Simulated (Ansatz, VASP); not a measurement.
## MgB2 in VASP and in Ansatz

Contents of INCAR:

```
  PREC = Accurate
  ENCUT = 520
  EDIFF = 1E-7
  ISMEAR = -1
  SIGMA = 0.05
  LREAL = F
  LASPH = T
  NELM = 80
  ALGO = Normal
  ISIF = 2
  LWAVE = F
  LCHARG = F
  GGA = CA
  NBANDS = 11
```

File KPOINTS:

```
regular mesh
0
Gamma
  12 12 9
```

POSCAR

```
MgB2
1.0
    3.0850007055     -0.0154250035     -0.0154250035
   -1.5558587977      2.6794014835     -0.0056459431
   -0.0176150000     -0.0176150000      3.5230000000
Mg B
1 2
Direct
    0.0000000000      0.0000000000      0.0000000000
    0.3333333333      0.6666666667      0.5000000000
    0.6666666667      0.3333333333      0.5000000000
```

Input for Ansatz:

```yaml
crystal:
  lattice:
    - [3.0850007055, -0.0154250035, -0.0154250035]
    - [-1.5558587977, 2.6794014835, -0.0056459431]
    - [-0.017615, -0.017615, 3.523]
  atoms:
    - { symbol: Mg, position: [0.0, 0.0, 0.0] }
    - { symbol: B, position: [0.3333333333, 0.6666666667, 0.5] }
    - { symbol: B, position: [0.6666666667, 0.3333333333, 0.5] }
kpoints:
  mp_grid: { grid: [12, 12, 9] }
  band_path:
    path:
      - [0.0, 0.0, 0.0]
      - [0.0, 0.0, 0.5]
      - [-0.5, 0.5, 0.0]
      - [0.0, 0.0, 0.0]
      - [0.0, -0.5, 0.0]
      - [-0.5, 0.0, 0.5]
      - [0.0, 0.0, 0.0]
      - [-0.5, 0.0, 0.0]
      - [0.0, -0.5, 0.5]
    npoints: 5
scf:
  occupations: { method: fermi_dirac, width: 0.05 }
hamiltonian:
  xc: lda
  pseudopotentials: { kind: all_electron, lapw: { basis_error: 0.0005 } }
output:
  forces: true
  stress: true
  eigenvalues: true
```

Change from the starting cell: equal xy, yz and zx shear strains of -1 %.

Alike in both runs: task single point; functional LDA; k mesh 12 × 12 × 9; occupations fermi-dirac, width 0.05 eV; no spin polarisation.

|  | VASP | Ansatz |
| --- | --- | --- |
| version | VASP 6.6.1 | Ansatz 0.2.0 |
| potentials or method | VASP PAW LDA potentials, release 64 (Mg, B), cutoff 520 eV | all-electron LAPW, scalar-relativistic |

VASP gave:

- pressure (GPa): -8.1
- traceless stress, the component that is largest in VASP (GPa): 1.96
- rms of the force components (eV/Å): 0.007

Question: Which values does Ansatz return?

Answer: Pressure (GPa): -7.6; traceless stress, the component that is largest in VASP (GPa): 1.96; rms of the force components (eV/Å): 0.007.

LDA's correlation is that of Perdew and Zunger in VASP and of Perdew and Wang (1992) in Ansatz. Atom by atom the forces differ by 0.000 eV/Å (rms over components). Ansatz ran all-electron here, and VASP with PAW potentials.
